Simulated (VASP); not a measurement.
Input of a VASP 6.6.1 run:

INCAR

```
SYSTEM = Li
PREC = Accurate
ENCUT = 520
EDIFF = 1E-6
ISMEAR = -1
SIGMA = 0.05
LREAL = .False.
LASPH = .True.
NELM = 100
ALGO = Normal
ISIF = 2
LWAVE = .False.
LCHARG = .False.
NBANDS = 10
```

KPOINTS

```
regular mesh
0
Gamma
  14 14 8
  0 0 0
```

File POSCAR:

```
Li
1.0
    2.5258014293      0.0000000000      0.0000000000
   -1.2629007147      2.1874082027      0.0000000000
    0.0000000000      0.0000000000      4.1188928680
Li
2
Direct
    0.3333333333      0.6666666667      0.2500000000
    0.6666666667      0.3333333333      0.7500000000
```

Potentials or basis: VASP PAW LDA potentials, release 64 (Li_sv).

Command:

```console
$ cat potpaw_LDA.64/Li_sv/POTCAR > POTCAR
$ mpirun -np 1 vasp_std > vasp.out
```

Predict the band gap on the k mesh.

zero (band 3 reaches 5.18 eV, above the bottom of band 4 at -0.06 eV).
